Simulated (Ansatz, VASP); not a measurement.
Two plane-wave programs on W3O

```
W O
1.0
     4.88450    0.00000    0.00000
     0.00000    4.88450    0.00000
     0.00000    0.00000    5.07988
W O
6 2
Cartesian
  2.4423 3.6634 0.0000
  0.0000 2.4423 3.8099
  1.2211 0.0000 2.5399
  2.4423 1.2211 0.0000
  0.0000 2.4423 1.2700
  3.6634 0.0000 2.5399
  2.4423 2.4423 2.5399
  0.0000 0.0000 0.0000
```

Change from the starting cell: strain +0.000 along x and y, +0.040 along z, atoms carried along.

Alike in both runs: task single point; functional PBE; k mesh 8 × 8 × 8; occupations gaussian, width 0.15 eV; no spin polarisation.

|  | VASP | Ansatz |
| --- | --- | --- |
| version | VASP 6.6.1 | Ansatz 0.2.0 |
| potentials or method | VASP PAW PBE potentials, release 64 (W_sv, O), cutoff 520 eV | scalar-relativistic, plane waves, PAW |
| valence electrons in the cell | 96 | 96 |

Ansatz gave:

```
gap on the k mesh at the Fermi level (eV)                     : none
pressure (GPa)                                                : -8.6
traceless stress, the component that is largest in VASP (GPa) : -1.36
rms of the force components (eV/Å)                            : 0.158
```

Task: Estimate VASP's values.

Result: gap on the k mesh at the Fermi level (eV): none; pressure (GPa): -8.0; traceless stress, the component that is largest in VASP (GPa): -1.59; rms of the force components (eV/Å): 0.159.

Atom by atom the forces differ by 0.001 eV/Å (rms over components). A gap of «none» marks a metal or a gap that the smearing closes. The functional is the same, so the differences come from potentials, cutoffs and numerics.

Neither program's run includes spin-orbit coupling.
